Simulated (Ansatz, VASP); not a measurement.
One calculation of Al2Zn, two programs

The input INCAR:

```
SYSTEM = Al2Zn
ALGO = Fast
EDIFF = 1E-6
ENCUT = 520
ISIF = 2
ISMEAR = 0
LASPH = .TRUE.
LCHARG = .FALSE.
LREAL = .FALSE.
LWAVE = .FALSE.
NBANDS = 16
NELM = 80
PREC = Accurate
SIGMA = 0.15
```

Contents of KPOINTS:

```
k-points
0
G
  18 18 8
  0 0 0
```

POSCAR

```
Al2Zn
1.0
    2.9104299519      0.0000000000      0.0000000000
   -1.4552149759      2.5205062743      0.0000000000
    0.0000000000      0.0000000000      7.1722659740
Al Zn
2 1
Direct
    0.3333333333      0.6666666667      0.3282219152
    0.6666666667      0.3333333333      0.6717780848
    0.0000000000      0.0000000000      0.0000000000
```

Input for Ansatz:

```yaml
crystal:
  lattice:
    - [2.9104299519, 0.0, 0.0]
    - [-1.4552149759, 2.5205062743, 0.0]
    - [0.0, 0.0, 7.172265974]
  atoms:
    - { symbol: Al, position: [0.3333333333, 0.6666666667, 0.3282219152] }
    - { symbol: Al, position: [0.6666666667, 0.3333333333, 0.6717780848] }
    - { symbol: Zn, position: [0.0, 0.0, 0.0] }
basis:
  ecutwfc: 520.0
kpoints:
  mp_grid: { grid: [18, 18, 8] }
hamiltonian:
  xc: lda
  pseudopotentials: { kind: paw }
scf:
  occupations: { method: gaussian, width: 0.15 }
output:
  forces: true
  stress: true
  eigenvalues: true
```

Alike in both runs: task single point; functional LDA; k mesh 18 × 18 × 8; occupations gaussian, width 0.15 eV; no spin polarisation.

|  | VASP | Ansatz |
| --- | --- | --- |
| version | VASP 6.6.1 | Ansatz 0.2.0 |
| potentials or method | VASP PAW LDA potentials, release 64 (Al, Zn), cutoff 520 eV | scalar-relativistic, plane waves, PAW |
| valence electrons in the cell | 18 | 18 |

VASP gave:

- gap on the k mesh at the Fermi level (eV): none
- pressure (GPa): -9.0
- traceless stress, the component that is largest in VASP (GPa): 0.06
- rms of the force components (eV/Å): 0.016

Task: Estimate Ansatz's values.

Result: gap on the k mesh at the Fermi level (eV): none; pressure (GPa): -9.2; traceless stress, the component that is largest in VASP (GPa): 0.05; rms of the force components (eV/Å): 0.019.

LDA's correlation is that of Perdew and Zunger in VASP and of Perdew and Wang (1992) in Ansatz. Atom by atom the forces differ by 0.003 eV/Å (rms over components). A gap of «none» marks a metal or a gap that the smearing closes.
